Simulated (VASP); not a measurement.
# Si (P6_3/mmc) in VASP: notebook, part 3 of 3

VASP 6.6.1. The steps go on from the part before.

## 5. Single point, r2SCAN (epitaxial xy strain +0.5%)

Contents of POSCAR:

```
Si
1.0
    3.8512901891      0.0000000000      0.0000000000
   -1.9256450945      3.3353151411      0.0000000000
    0.0000000000      0.0000000000      6.3320990569
Si
4
Direct
    0.3333333333      0.6666666667      0.0001570648
    0.6666666667      0.3333333333      0.5001570648
    0.3333333333      0.6666666667      0.3748429352
    0.6666666667      0.3333333333      0.8748429352
```

Contents of INCAR.step1:

```
SYSTEM = Si
  PREC = Accurate
  ENCUT = 520
  ISMEAR = 0
  SIGMA = 0.01
  LREAL = .FALSE.
  LASPH = .TRUE.
  NELM = 100
  NBANDS = 16
  GGA = PE
  ALGO = Normal
  EDIFF = 1E-4
  LWAVE = .TRUE.
  LCHARG = .FALSE.
```

Contents of INCAR.step2:

```
SYSTEM = Si
  PREC = Accurate
  ENCUT = 520
  EDIFF = 1E-6
  ISMEAR = 0
  SIGMA = 0.01
  LREAL = .FALSE.
  LASPH = .TRUE.
  NELM = 100
  ALGO = Normal
  ISIF = 2
  LWAVE = .FALSE.
  LCHARG = .FALSE.
  METAGGA = R2SCAN
  LMIXTAU = .TRUE.
  NBANDS = 16
  ISTART = 1
```

Contents of KPOINTS:

```
Automatic mesh
0
G
  12 12 4
  0 0 0
```

Potentials or basis: VASP PAW PBE potentials, release 64 (Si).

Started as:

```console
cat potpaw_PBE.64/Si/POTCAR > POTCAR
cp INCAR.step1 INCAR
mpirun -np 1 vasp_std > vasp.out
cp INCAR.step2 INCAR
mpirun -np 1 vasp_std > vasp.out
```

OUTCAR:

```text
SYSTEM = Si
   PREC = Accurate
   ENCUT = 520
   EDIFF = 1E-6
   ISMEAR = 0
   LREAL = .FALSE.
   LASPH = .TRUE.
   NELM = 100
   ISIF = 2
   METAGGA = R2SCAN
   ISTART = 1

 ion  position               nearest neighbor table
   1  0.333  0.667  0.000-   4 2.36   4 2.36   4 2.36   3 2.37
   2  0.667  0.333  0.500-   3 2.36   3 2.36   3 2.36   4 2.37
   3  0.333  0.667  0.375-   2 2.36   2 2.36   2 2.36   1 2.37
   4  0.667  0.333  0.875-   1 2.36   1 2.36   1 2.36   2 2.37

  LATTYP: Found a hexagonal cell.
 ALAT       =     3.8512901891
 C/A-ratio  =     1.6441500759

  Lattice vectors:

 A1 = (   3.8512901891,   0.0000000000,   0.0000000000)
 A2 = (  -1.9256450945,   3.3353151411,   0.0000000000)
 A3 = (   0.0000000000,   0.0000000000,   6.3320990569)

Analysis of symmetry for initial positions (statically):
=====================================================================
 Subroutine PRICEL returns:
 Original cell was already a primitive cell.

 Routine SETGRP: Setting up the symmetry group for a
 hexagonal supercell.

 Subroutine GETGRP returns: Found 24 space group operations
 (whereof  6 operations were pure point group operations)
 out of a pool of 24 trial point group operations.

The static configuration has the point symmetry C_3v.
 The point group associated with its full space group is D_6h.

Analysis of symmetry for dynamics (positions and initial velocities):
=====================================================================
 Subroutine PRICEL returns:
 Original cell was already a primitive cell.

 Routine SETGRP: Setting up the symmetry group for a
 hexagonal supercell.

 Subroutine GETGRP returns: Found 24 space group operations
 (whereof  6 operations were pure point group operations)
 out of a pool of 24 trial point group operations.

The dynamic configuration has the point symmetry C_3v.
 The point group associated with its full space group is D_6h.

 Subroutine INISYM returns: Found 24 space group operations
 (whereof  6 operations are pure point group operations),
 and found     1 'primitive' translations

----------------------------------------------------------------------------------------

                                     Primitive cell

  volume of cell :      81.3375

  direct lattice vectors                    reciprocal lattice vectors
     3.851290189  0.000000000  0.000000000     0.259653246  0.149910872  0.000000000
    -1.925645095  3.335315141  0.000000000     0.000000000  0.299821743  0.000000000
     0.000000000  0.000000000  6.332099057     0.000000000  0.000000000  0.157925514

  length of vectors
     3.851290189  3.851290189  6.332099057     0.299821743  0.299821743  0.157925514

  position of ions in fractional coordinates (direct lattice)
     0.333333333  0.666666667  0.000157065
     0.666666667  0.333333333  0.500157065
     0.333333333  0.666666667  0.374842935
     0.666666667  0.333333333  0.874842935

  ion indices of the primitive-cell ions
   primitive index   ion index
                 1           1
                 2           2
                 3           3
                 4           4

----------------------------------------------------------------------------------------

 KPOINTS: Automatic mesh

Automatic generation of k-mesh.
 Grid dimensions read from file:
 generate k-points for:   12   12    4

 Generating k-lattice:

  Cartesian coordinates                     Fractional coordinates (reciprocal lattice)
     0.021637771  0.012492573  0.000000000     0.083333333  0.000000000  0.000000000
     0.000000000  0.024985145  0.000000000     0.000000000  0.083333333  0.000000000
     0.000000000  0.000000000  0.039481379     0.000000000  0.000000000  0.250000000

  Length of vectors
     0.024985145  0.024985145  0.039481379

  Shift w.r.t. Gamma in fractional coordinates (k-lattice)
     0.000000000  0.000000000  0.000000000

 Subroutine IBZKPT returns following result:
 ===========================================

 Found     57 irreducible k-points:

 Following reciprocal coordinates:
            Coordinates               Weight
  0.000000  0.000000  0.000000      1.000000
  0.083333  0.000000  0.000000      6.000000
  0.166667  0.000000  0.000000      6.000000
  0.250000 -0.000000  0.000000      6.000000
  0.333333  0.000000  0.000000      6.000000
  0.416667 -0.000000  0.000000      6.000000
[... 16 lines left out ...]
  0.250000 -0.000000  0.250000     12.000000
  0.333333  0.000000  0.250000     12.000000
 [... further k-points ...]
   k-points           NKPTS =     57   k-points in BZ     NKDIM =     57   number of bands    NBANDS=     16
   number of dos      NEDOS =    301   number of ions     NIONS =      4
   total plane-waves  NPLWV =  43200
   dimension x,y,z NGX =    30 NGY =   30 NGZ =   48
   dimension x,y,z NGXF=    60 NGYF=   60 NGZF=   96
   ions per type =               4
   NGX,Y,Z   is equivalent  to a cutoff of  12.95, 12.95, 12.60 a.u.
   NGXF,Y,Z  is equivalent  to a cutoff of  25.90, 25.90, 25.20 a.u.
 SYSTEM =  Si
   PREC   = accura    normal or accurate (medium, high low for compatibility)
   ISTART =      1    job   : 0-new  1-cont  2-samecut
   ICHARG =      0    charge: 1-file 2-atom 10-const
   ISPIN  =      1    spin polarized calculation?
   LNONCOLLINEAR =      F non collinear calculations
   LSORBIT =      F    spin-orbit coupling
   LASPH  =      T    aspherical Exc in radial PAW
   ENCUT  =  520.0 eV  38.22 Ry    6.18 a.u.   7.16  7.16 11.77*2*pi/ulx,y,z
   NELM   =    100;   NELMIN=  2; NELMDL=  0     # of ELM steps
   EDIFF  = 0.1E-05   stopping-criterion for ELM
   LREAL  =      F    real-space projection
   EDIFFG = 0.1E-04   stopping-criterion for IOM
   NSW    =      0    number of steps for IOM
   IBRION =     -1    ionic relax: 0-MD 1-quasi-New 2-CG
   NFREE  =      0    steps in history (QN), initial steepest desc. (CG)
   ISIF   =      2    stress and relaxation
   ISYM   =      2    0-nonsym 1-usesym 2-fastsym
   POTIM  = 0.5000    time-step for ionic-motion
   TEBEG  =    0.0;   TEEND  =   0.0 temperature during run
   PSTRESS=    0.0 pullay stress
   NELECT =      16.0000    total number of electrons
   NUPDOWN=      -1.0000    fix difference up-down
   EMIN   =  10.00;   EMAX   =-10.00  energy-range for DOS
   EFERMI =   0.00;   METHOD = LEGACY
   ISMEAR =     0;   SIGMA  =   0.01  broadening in eV -4-tet -1-fermi 0-gaus
   EFERMI_NEDOS =   21; number of points for ismear=-14 and -15
   IALGO  =     38    algorithm
   IMIX   =      4    mixing-type and parameters
     AMIX     =   0.40;   BMIX     =  1.00
     AMIX_MAG =   1.60;   BMIX_MAG =  1.00
  volume/ion in A,a.u.               =      20.33       137.22
  Fermi-wavevector in a.u.,A,eV,Ry     =   0.952104  1.799216 12.333718  0.906503
  Thomas-Fermi vector in A             =   2.080636
   LORBIT       =      0    0 simple, 1 ext, 2 COOP (PROOUT), +10 PAW based schemes
   METAGGA = R2SCAN    functional components
   LHFCALC =     F    Hartree Fock is set to
   AEXX    =    0.0000 exact exchange contribution
   IVDW    =     0    specifies the selected vdW correction
   LEPSILON=     F    determine dielectric tensor
   LRPA    =     F    only Hartree local field effects (RPA)
 non-spin polarized calculation
 Gauss-broadening in eV      SIGMA  =   0.01
  energy-cutoff  :      520.00
  volume of cell :       81.34
 maximum number of plane-waves:      2208
 NGX is ok and might be reduce to    30
   NGX = 15   NGY = 15   NGZ = 23

 number of electron      16.0000001 magnetization

 Free energy of the ion-electron system (eV)
  ---------------------------------------------------
  ext. energy  EPLUGINS =         0.00000000
  ---------------------------------------------------
  free energy    TOTEN  =       -35.04564672 eV

  energy without entropy =      -35.04564672  energy(sigma->0) =      -35.04564672

 E-fermi :   5.9427     XC(G=0):  -9.7889

 val. band max:        5.8322726412   @ k =   0.0000   0.0000   0.0000
 cond. band min:       6.4517869248   @ k =   0.5000  -0.0000   0.0000
 fundamental gap:      0.6195142836
 Fermi energy:         5.9426869404

 k-point     1 :       0.0000    0.0000    0.0000
  band No.  band energies     occupation
      1      -6.8499      2.00000
      2      -4.4452      2.00000
      3      -1.6177      2.00000
      4       4.2162      2.00000
      5       4.2162      2.00000
      6       5.5128      2.00000
[... 433 lines left out ...]
      3      -1.1616      2.00000
      4       0.6874      2.00000
      5       1.4366      2.00000
      6       3.0848      2.00000
[... 8 lines left out ...]
     15      13.2525      0.00000
     16      13.6096      0.00000

 [... further k-points ...]
[... 5 lines left out ...]
  --------------------------------------------------------------------------------------
  -------------------------------------------------------------------------------------
  Total       -0.7137141     -0.7137141     -0.1326278     -0.0000000      0.0000000      0.0000000
  in kB      -14.0586632    -14.0586632     -2.6124878     -0.0000000      0.0000000      0.0000000
  external PRESSURE =     -10.2432714 kB  Pullay stress =       0.0000000 kB

 VOLUME and BASIS-vectors are now :
 -----------------------------------------------------------------------------
  energy-cutoff  :      520.00
  volume of cell :       81.34
      direct lattice vectors                 reciprocal lattice vectors
     3.851290189  0.000000000  0.000000000     0.259653246  0.149910872  0.000000000
    -1.925645095  3.335315141  0.000000000     0.000000000  0.299821743  0.000000000
     0.000000000  0.000000000  6.332099057     0.000000000  0.000000000  0.157925514

 POSITION                                       TOTAL-FORCE (eV/Angst)
 -----------------------------------------------------------------------------------
     -0.00000      2.22354      0.00099         0.000000     -0.000000     -0.000648
      1.92565      1.11177      3.16704        -0.000000      0.000000     -0.000648
     -0.00000      2.22354      2.37354         0.000000     -0.000000      0.000648
      1.92565      1.11177      5.53959        -0.000000      0.000000      0.000648
 -----------------------------------------------------------------------------------
    total drift:                               -0.000000      0.000000     -0.000000

  FREE ENERGIE OF THE ION-ELECTRON SYSTEM (eV)
  ---------------------------------------------------
  free  energy   TOTEN  =       -35.0456467194 eV

  energy  without entropy=      -35.0456467194  energy(sigma->0) =      -35.04564672
```

It took 3.5 min on 1 thread of Intel Xeon Platinum 8375C at 2.90GHz (Ice Lake), shared host; peak memory 0.22 GiB.

Results:

```yaml
Free_energy: -35.0456 eV
Pressure: -1.0 GPa
Band_gap_on_the_k_mesh: 0.62 eV, indirect (least direct gap 1.28 eV)
```

Stress tensor (GPa, compression positive):
```
-1.41  0.00  0.00
 0.00 -1.41  0.00
 0.00  0.00 -0.26
```

Caveat: the cell differs from its parent crystal (epitaxial xy strain +0.5%); the PAW data sets were made with another functional, which shifts forces and pressure a little. A k mesh can miss the band edges.

## 6. Single point, r2SCAN (strain +3.0%)

Contents of POSCAR:

```
Si
1.0
    3.9470934276      0.0000000000      0.0000000000
   -1.9735467138      3.4182831794      0.0000000000
    0.0000000000      0.0000000000      6.5314533937
Si
4
Direct
    0.3333333333      0.6666666667      0.0003047060
    0.6666666667      0.3333333333      0.5003047060
    0.3333333333      0.6666666667      0.3746952940
    0.6666666667      0.3333333333      0.8746952940
```

INCAR.step1, as its differences from that of step 5:

```diff
@@ -7,3 +7,3 @@
   LASPH = .TRUE.
-  NELM = 100
+  NELM = 80
   NBANDS = 16
```

INCAR.step2, as its differences from that of step 5:

```diff
@@ -3,3 +3,3 @@
   ENCUT = 520
-  EDIFF = 1E-6
+  EDIFF = 1E-7
   ISMEAR = 0
@@ -8,3 +8,3 @@
   LASPH = .TRUE.
-  NELM = 100
+  NELM = 80
   ALGO = Normal
```

KPOINTS is that of step 5.

Potentials or basis: VASP PAW PBE potentials, release 64 (Si).

Started as:

```console
cat potpaw_PBE.64/Si/POTCAR > POTCAR
cp INCAR.step1 INCAR
mpirun -np 1 vasp_std > vasp.out
cp INCAR.step2 INCAR
mpirun -np 1 vasp_std > vasp.out
```

Run time: 4.8 min. Hardware: 1 thread of Intel Xeon Platinum 8375C at 2.90GHz (Ice Lake), shared host; peak memory 0.23 GiB.

It converged, with:

* Free energy: -34.8606 eV
* Pressure: -7.3 GPa
* Band gap on the k mesh: 0.79 eV, indirect (least direct gap 1.12 eV)

Stress tensor (GPa, compression positive):
```
-7.21  0.00  0.00
 0.00 -7.21  0.00
 0.00  0.00 -7.44
```

Levels at points of the mesh, in eV from the valence-band top:
| k point | band 4 | band 5 | band 6 | band 7 | band 8 | band 9 | band 10 | band 11 | band 12 | band 13 |
| --- | --- | --- | --- | --- | --- | --- | --- | --- | --- | --- |
| (0.00, 0.00, 0.00) | -1.46 | -1.46 | -0.30 | 0.00 | 0.00 | 1.12 | 2.23 | 2.23 | 2.34 | 3.17 |
| (0.50, 0.00, 0.00) | -5.98 | -4.42 | -2.94 | -2.75 | -1.40 | 0.79 | 2.50 | 3.34 | 3.44 | 4.45 |
| (0.00, 0.00, 0.50) | -4.17 | -0.88 | -0.88 | -0.88 | -0.88 | 1.88 | 1.88 | 3.22 | 3.22 | 3.22 |
| (0.50, 0.00, 0.50) | -7.18 | -2.37 | -2.37 | -2.32 | -2.32 | 1.14 | 1.14 | 2.06 | 2.06 | 5.87 |

Caveat: the cell differs from its parent crystal (strain +3.0%); the PAW data sets were made with another functional, which shifts forces and pressure a little. A k mesh can miss the band edges.

## 7. The runs side by side

```tsv
cell	gap on the mesh (eV)	pressure (GPa)
a = 3.813, b = 3.813, c = 6.310 Å, angles 90.0, 90.0, 120.0°, 4 atoms	0.59	1.3
a = 3.832, b = 3.832, c = 6.310 Å, angles 90.0, 90.0, 120.0°, 4 atoms	0.60	0.3
a = 3.832, b = 3.832, c = 6.341 Å, angles 90.0, 90.0, 120.0°, 4 atoms	0.62	-0.2
a = 3.851, b = 3.851, c = 6.332 Å, angles 90.0, 90.0, 120.0°, 4 atoms	0.62	-1.0
a = 3.947, b = 3.947, c = 6.531 Å, angles 90.0, 90.0, 120.0°, 4 atoms	0.79	-7.3
```

Alike in all rows: task single point; level r2SCAN; potentials or basis VASP PAW PBE potentials, release 64 (Si); no spin polarisation; k mesh 12 × 12 × 4; cutoff (eV) 520; smearing gaussian 0.01 eV.

Caveats: the PAW data sets were made with another functional, which shifts forces and pressure a little.

Total energies depend on the potentials used, so only differences within one code and one set of settings carry meaning.
